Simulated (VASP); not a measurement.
# HfN in VASP: notebook, part 3 of 3

VASP 6.6.1.

**5. Single point, PBEsol**

This run uses another cell than the first one: it holds 2 atoms, not 4.

Input file INCAR:

```
SYSTEM = HfN
PREC = Accurate
ENCUT = 520
EDIFF = 1E-6
ISMEAR = 0
SIGMA = 0.1
LREAL = .False.
LASPH = .True.
NELM = 100
ALGO = Normal
ISIF = 2
LWAVE = .False.
LCHARG = .False.
GGA = PS
NBANDS = 14
```

Input file KPOINTS:

```
Automatic mesh
0
Gamma
  16 16 16
  0 0 0
```

Input file POSCAR:

```
HfN
1.0
    0.0000000000      2.1859735727      2.1859735727
    2.1859735727      0.0000000000      2.1859735727
    2.1859735727      2.1859735727      0.0000000000
Hf N
1 1
Direct
    0.0000000000      0.0000000000      0.0000000000
    0.5000000000      0.5000000000      0.5000000000
```

Potentials or basis: VASP PAW PBE potentials, release 64 (Hf_pv, N).

Run with:

```console
cat potpaw_PBE.64/Hf_pv/POTCAR potpaw_PBE.64/N/POTCAR > POTCAR
mpirun -np 1 vasp_std > vasp.out
```

OUTCAR:

```text
SYSTEM = HfN
   PREC = Accurate
   ENCUT = 520
   EDIFF = 1E-6
   ISMEAR = 0
   LREAL = .False.
   LASPH = .True.
   NELM = 100
   ISIF = 2
   GGA = PS

 ion  position               nearest neighbor table
   1  0.000  0.000  0.000-   2 2.19   2 2.19   2 2.19   2 2.19   2 2.19   2 2.19
   2  0.500  0.500  0.500-   1 2.19   1 2.19   1 2.19   1 2.19   1 2.19   1 2.19

  LATTYP: Found a face centered cubic cell.
 ALAT       =     4.3719471454

  Lattice vectors:

 A1 = (   0.0000000000,   2.1859735727,   2.1859735727)
 A2 = (   2.1859735727,   0.0000000000,   2.1859735727)
[... 594 lines left out ...]

  FORCE on cell =-STRESS in cart. coord.  units (eV):
  Direction    XX          YY          ZZ          XY          YZ          ZX
  --------------------------------------------------------------------------------------
  -------------------------------------------------------------------------------------
  Total        3.6247579      3.6247579      3.6247579      0.0000000      0.0000000      0.0000000
  in kB      277.9872436    277.9872436    277.9872436      0.0000000      0.0000000      0.0000000
  external PRESSURE =     277.9872436 kB  Pullay stress =       0.0000000 kB

 VOLUME and BASIS-vectors are now :
 -----------------------------------------------------------------------------
  energy-cutoff  :      520.00
  volume of cell :       20.89
      direct lattice vectors                 reciprocal lattice vectors
     0.000000000  2.185973573  2.185973573    -0.228731036  0.228731036  0.228731036
     2.185973573  0.000000000  2.185973573     0.228731036 -0.228731036  0.228731036
     2.185973573  2.185973573  0.000000000     0.228731036  0.228731036 -0.228731036

 POSITION                                       TOTAL-FORCE (eV/Angst)
 -----------------------------------------------------------------------------------
      0.00000      0.00000      0.00000         0.000000     -0.000000      0.000000
      2.18597      2.18597      2.18597        -0.000000      0.000000     -0.000000
 -----------------------------------------------------------------------------------
    total drift:                                0.000000     -0.000000     -0.000000

  FREE ENERGIE OF THE ION-ELECTRON SYSTEM (eV)
  ---------------------------------------------------
  free  energy   TOTEN  =       -22.8538211306 eV

  energy  without entropy=      -22.8509357040  energy(sigma->0) =      -22.85237842
```

OSZICAR:

```text
N       E                     dE             d eps       ncg     rms          rms(c)
DAV:   1     0.357043348604E+02    0.35704E+02   -0.78547E+03  4068   0.102E+03
DAV:   2    -0.238927836661E+02   -0.59597E+02   -0.56074E+02  5236   0.239E+02
DAV:   3    -0.255897526447E+02   -0.16970E+01   -0.16927E+01  4834   0.333E+01
DAV:   4    -0.255948181612E+02   -0.50655E-02   -0.50651E-02  4804   0.211E+00
DAV:   5    -0.255948428399E+02   -0.24679E-04   -0.24678E-04  4762   0.128E-01    0.612E+01
DAV:   6    -0.229299109404E+02    0.26649E+01   -0.69121E+00  4764   0.215E+01    0.494E+01
DAV:   7    -0.228757857547E+02    0.54125E-01   -0.43604E-01  5302   0.568E+00    0.271E+01
DAV:   8    -0.228567784693E+02    0.19007E-01   -0.54778E-02  5158   0.201E+00    0.423E+00
DAV:   9    -0.228540683277E+02    0.27101E-02   -0.10022E-02  4696   0.760E-01    0.194E+00
DAV:  10    -0.228538529722E+02    0.21536E-03   -0.12343E-03  5430   0.330E-01    0.419E-01
DAV:  11    -0.228538218515E+02    0.31121E-04   -0.90312E-05  4822   0.970E-02    0.594E-02
DAV:  12    -0.228538211306E+02    0.72088E-06   -0.59624E-06  4982   0.206E-02
   1 F= -.22853821E+02 E0= -.22852378E+02  d E =-.288543E-02
```

It took 46 s on 1 thread of Intel Xeon 8259CL, shared host; peak memory 0.17 GiB.

Results:

* Free energy: -22.8538 eV
* Pressure: 27.8 GPa
* Band gap on the k mesh: zero (an odd number of electrons rules out a gap without spin polarisation)

Levels at points of the mesh, in eV from the Fermi level:
| k point | band 5 | band 6 | band 7 | band 8 | band 9 | band 10 | band 11 | band 12 |
| --- | --- | --- | --- | --- | --- | --- | --- | --- |
| (0.00, 0.00, 0.00) | -3.08 | -3.08 | -3.08 | -0.43 | -0.43 | -0.43 | 2.20 | 2.20 |
| (0.50, 0.00, 0.00) | -9.48 | -6.68 | -6.68 | 3.78 | 4.25 | 4.25 | 4.97 | 10.13 |
| (0.50, 0.50, 0.00) | -5.30 | -4.30 | -3.66 | -3.66 | 4.66 | 6.36 | 6.36 | 6.87 |

Caveat: the cell stands under pressure; the PAW data sets were made with another functional, which shifts forces and pressure a little; spin-orbit coupling is left out, which moves the levels of the heavy elements.

**6. The runs side by side**

```tsv
cell	k mesh	gap on the mesh (eV)	pressure (GPa)
a = 3.183, b = 3.183, c = 4.569 Å, 4 atoms, atomic positions A	16 × 16 × 12	none	-6.1
a = 3.183, b = 3.183, c = 4.637 Å, 4 atoms, atomic positions A	16 × 16 × 12	none	-9.5
a = 3.025 Å, angles 60.0°, 2 atoms, atomic positions B	16 × 16 × 16	none	58.1
a = 3.091 Å, angles 60.0°, 2 atoms, atomic positions B	16 × 16 × 16	none	27.8
```

Alike in all rows: task single point; level PBEsol; potentials or basis VASP PAW PBE potentials, release 64 (Hf_pv, N); no spin polarisation; cutoff (eV) 520; smearing gaussian 0.1 eV.

Caveats: the PAW data sets were made with another functional, which shifts forces and pressure a little; spin-orbit coupling is left out, which moves the levels of the heavy elements; the cell stands under tension (at least some runs); the cell stands under pressure (at least some runs).

Absolute energies hang on the potentials; compare differences alone.
